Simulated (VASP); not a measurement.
Here is a VASP 6.6.1 calculation.

Contents of INCAR:

```
SYSTEM = Na3ScTlP3
ALGO = Normal
EDIFF = 1E-6
ENCUT = 520
GGA = PE
ISIF = 2
ISMEAR = 0
LASPH = .TRUE.
LCHARG = .TRUE.
LELF = .TRUE.
LREAL = .FALSE.
LVHAR = .TRUE.
LWAVE = .FALSE.
NBANDS = 40
NELM = 60
PREC = Accurate
SIGMA = 0.1
```

The input KPOINTS:

```
k-points
0
G
  6 6 4
  0 0 0
```

Contents of POSCAR:

```
Na3ScTlP3
1.0
    5.3471432155      0.0000000000      0.0000000000
    0.0000000000      5.3471432155      0.0000000000
    0.0000000000      0.0000000000      8.3525688798
Na Sc Tl P
3 1 1 3
Direct
    0.0000000000      0.5000000000      0.9376573106
    0.5000000000      0.0000000000      0.9376573106
    0.0000000000      0.0000000000      0.3051337669
    0.0000000000      0.0000000000      0.6787181704
    0.5000000000      0.5000000000      0.5535733353
    0.0000000000      0.5000000000      0.5693971940
    0.5000000000      0.0000000000      0.5693971940
    0.0000000000      0.0000000000     -0.0241386620
```

Potentials or basis: VASP PAW PBE potentials, release 64 (Na_pv, Sc_sv, Tl_d, P).

Launch:

```console
$ cat potpaw_PBE.64/Na_pv/POTCAR potpaw_PBE.64/Sc_sv/POTCAR potpaw_PBE.64/Tl_d/POTCAR potpaw_PBE.64/P/POTCAR > POTCAR
$ mpirun -np 1 vasp_std > vasp.out
```

Question: Predict the largest force.

Answer: 0.021 eV/Å.

Question: What does it give for the band gap on the k mesh?

Answer: Zero (bands 30 and 31 overlap by 0.97 eV).

Question: Predict the pressure.

Answer: 0.0 GPa.

Forces on the atoms (eV/Å):
```
Na   0.000  0.000  0.000
Na   0.000  0.000  0.000
Na   0.000  0.000  0.004
Sc   0.000  0.000 -0.013
Tl   0.000  0.000  0.003
P    0.000  0.000 -0.007
P    0.000  0.000 -0.007
P    0.000  0.000  0.021
```

Caveat: spin-orbit coupling is left out, which moves the levels of the heavy elements.
